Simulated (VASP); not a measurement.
# BeSe2 in VASP: a series of runs, part 2 of 2

VASP 6.6.1. Earlier steps stand in the parts before.

**3. Single point, PBE**

This run uses another cell than the first one, of 19.43 Å³/atom.

INCAR reads:

```
SYSTEM = BeSe2
ALGO = Normal
EDIFF = 1E-6
ENCUT = 600
GGA = PE
GGA_COMPAT = .False.
ISIF = 2
ISMEAR = 0
LASPH = .True.
LCHARG = .False.
LREAL = .False.
LWAVE = .False.
NBANDS = 14
NELM = 120
PREC = Accurate
SIGMA = 0.2
```

KPOINTS reads:

```
k-points
0
Gamma
  6 6 4
  0 0 0
```

POSCAR reads:

```
BeSe2
1.0
    3.5546602534      0.0000000000      0.0000000000
   -1.7773301267      3.0784260812      0.0000000000
    0.0000000000      0.0000000000      5.3268479608
Be Se
1 2
Direct
    0.6666666667      0.3333333333      0.0000000000
    0.0000000000      0.0000000000      0.7518908285
    0.0000000000      0.0000000000      0.2481091715
```

Potentials or basis: VASP PAW PBE potentials, release 64 (Be, Se).

Command:

```bash
$ cat potpaw_PBE.64/Be/POTCAR potpaw_PBE.64/Se/POTCAR > POTCAR
$ mpirun -np 1 vasp_std > vasp.out
```

OUTCAR:

```text
SYSTEM = BeSe2
   EDIFF = 1E-6
   ENCUT = 600
   GGA = PE
   ISIF = 2
   ISMEAR = 0
   LASPH = .True.
   LREAL = .False.
   NELM = 120
   PREC = Accurate

 ion  position               nearest neighbor table
   1  0.667  0.333  0.000-   2 2.44   3 2.44   2 2.44   3 2.44   2 2.44   3 2.44
   2  0.000  0.000  0.752-   1 2.44   1 2.44   1 2.44   3 2.64   3 2.68
   3  0.000  0.000  0.248-   1 2.44   1 2.44   1 2.44   2 2.64   2 2.68

  LATTYP: Found a hexagonal cell.
 ALAT       =     3.5546602534
 C/A-ratio  =     1.4985533303

  Lattice vectors:

 A1 = (   3.5546602534,   0.0000000000,   0.0000000000)
 A2 = (  -1.7773301267,   3.0784260812,   0.0000000000)
 A3 = (   0.0000000000,   0.0000000000,   5.3268479608)

Analysis of symmetry for initial positions (statically):
=====================================================================
 Subroutine PRICEL returns:
 Original cell was already a primitive cell.

 Routine SETGRP: Setting up the symmetry group for a
 hexagonal supercell.

 Subroutine GETGRP returns: Found 12 space group operations
 (whereof 12 operations were pure point group operations)
[... 178 lines left out ...]
      8       6.8734      0.00000
      9       7.0934      0.00000
     10       8.5621      0.00000
     11       8.5621      0.00000
     12      10.3426      0.00000
     13      12.7598      0.00000
     14      13.6005      0.00000
[... 326 lines left out ...]
      1      -9.2634      2.00000
      2      -8.4987      2.00000
      3      -1.1797      2.00000
      4      -0.7490      2.00000
      5       0.0053      2.00000
      6       0.8655      2.00000
      7       2.2315      2.00000
      8       2.9499      2.00000
      9      10.0988      0.00000
     10      10.2163      0.00000
     11      10.5499      0.00000
     12      12.0706      0.00000
     13      12.7453      0.00000
     14      13.4010      0.00000

------------------------ aborting loop because EDIFF is reached ----------------------------------------

  FORCE on cell =-STRESS in cart. coord.  units (eV):
  Direction    XX          YY          ZZ          XY          YZ          ZX
  --------------------------------------------------------------------------------------
  -------------------------------------------------------------------------------------
  Total        0.0101278      0.0101278      0.1810665      0.0000000     -0.0000000      0.0000000
  in kB        0.2783728      0.2783728      4.9768150      0.0000000     -0.0000000      0.0000000
  external PRESSURE =       1.8445202 kB  Pullay stress =       0.0000000 kB

 VOLUME and BASIS-vectors are now :
 -----------------------------------------------------------------------------
  energy-cutoff  :      600.00
  volume of cell :       58.29
      direct lattice vectors                 reciprocal lattice vectors
     3.554660253  0.000000000  0.000000000     0.281320838  0.162420661  0.000000000
    -1.777330127  3.078426081  0.000000000     0.000000000  0.324841323  0.000000000
     0.000000000  0.000000000  5.326847961     0.000000000  0.000000000  0.187728279

 POSITION                                       TOTAL-FORCE (eV/Angst)
 -----------------------------------------------------------------------------------
      1.77733      1.02614      0.00000         0.000000     -0.000000      0.000000
      0.00000      0.00000      4.00521         0.000000      0.000000     -0.029409
      0.00000      0.00000      1.32164        -0.000000     -0.000000      0.029409
 -----------------------------------------------------------------------------------
    total drift:                                0.000000     -0.000000      0.000000

  FREE ENERGIE OF THE ION-ELECTRON SYSTEM (eV)
  ---------------------------------------------------
  free  energy   TOTEN  =       -11.3132165614 eV

  energy  without entropy=      -11.3003580463  energy(sigma->0) =      -11.30678730
```

It took 12 s on 1 thread of AMD EPYC 9R45 (Zen 5), shared host; peak memory 0.15 GiB.

What came out:

* Free energy: -11.3132 eV
* Pressure: 0.2 GPa
* Largest force: 0.029 eV/Å
* Band gap on the k mesh: zero (bands 7 and 8 overlap by 2.37 eV)

Forces in eV/Å, atoms in the order of the input:
```
Be   0.000  0.000  0.000
Se   0.000  0.000 -0.029
Se   0.000  0.000  0.029
```

**4. Single point, PBE**

This run uses another cell than the first one, of 19.45 Å³/atom.

INCAR reads:

```
SYSTEM = BeSe2
PREC = Accurate
ENCUT = 600
EDIFF = 1E-6
ISMEAR = 0
SIGMA = 0.2
LREAL = .False.
LASPH = .True.
NELM = 120
ALGO = Normal
ISIF = 2
LWAVE = .False.
LCHARG = .False.
GGA = PE
NBANDS = 14
GGA_COMPAT = .False.
```

KPOINTS reads:

```
Automatic mesh
0
Gamma
  6 6 4
  0 0 0
```

POSCAR reads:

```
BeSe2
1.0
    3.5540144014      0.0000000000      0.0000000000
   -1.7770072007      3.0778667571      0.0000000000
    0.0000000000      0.0000000000      5.3334267399
Be Se
1 2
Direct
    0.3333333333      0.6666666667      0.1777603095
    0.6666666667      0.3333333333      0.4253155585
    0.6666666667      0.3333333333      0.9291594620
```

Command:

```bash
$ cat potpaw_PBE.64/Be/POTCAR potpaw_PBE.64/Se/POTCAR > POTCAR
$ mpirun -np 1 vasp_std > vasp.out
```

It took 13 s on 1 thread of AMD EPYC 9R45 (Zen 5), shared host; peak memory 0.16 GiB.

The run converged. Its results:

```
Free energy            : -11.3133 eV
Pressure               : 0.1 GPa
Largest force          : 0.015 eV/Å
Band gap on the k mesh : zero (bands 7 and 8 overlap by 2.37 eV)
```

Forces on the atoms (eV/Å):
```
Be   0.000  0.000 -0.004
Se   0.000  0.000  0.015
Se   0.000  0.000 -0.012
```

Stress tensor (GPa, compression positive):
```
0.06 0.00 0.00
0.00 0.06 0.00
0.00 0.00 0.13
```

Levels at points of the mesh, in eV from the Fermi level:
```csv
k point,band 4,band 5,band 6,band 7,band 8,band 9,band 10,band 11
"(0.00, 0.00, 0.00)",-1.63,-1.63,1.06,1.06,2.79,2.97,4.48,4.48
"(0.50, 0.00, 0.00)",-6.07,-3.54,-3.08,0.07,2.04,2.81,4.16,5.65
"(0.00, 0.00, 0.50)",-2.51,-1.08,-1.08,0.01,0.01,3.28,4.68,4.84
"(0.50, 0.00, 0.50)",-4.74,-2.58,-2.02,-1.32,-1.05,3.07,4.30,5.67
```

**5. The runs side by side**

```csv
cell,k mesh,gap on the mesh (eV),pressure (GPa),largest force (eV/Å)
"a = 3.517, b = 3.517, c = 5.789 Å, angles 90.0, 90.0, 120.0°, 3 atoms, atomic positions A",7 × 7 × 3,none,0.0,0.08
"a = 3.555, b = 3.555, c = 5.327 Å, angles 90.0, 90.0, 120.0°, 3 atoms, atomic positions B",6 × 6 × 4,none,0.2,0.03
"a = 3.554, b = 3.554, c = 5.333 Å, angles 90.0, 90.0, 120.0°, 3 atoms, atomic positions B",6 × 6 × 4,none,0.1,0.02
```

Alike in all rows: task single point; level PBE; potentials or basis VASP PAW PBE potentials, release 64 (Be, Se); no spin polarisation; cutoff (eV) 600; smearing gaussian 0.2 eV.

Caveats: some runs use coarse meshes; this functional lacks dispersion, which binds the layers, so the pressure and a relaxed spacing across them are unreliable (at least some runs).

Absolute energies hang on the potentials; compare differences alone.
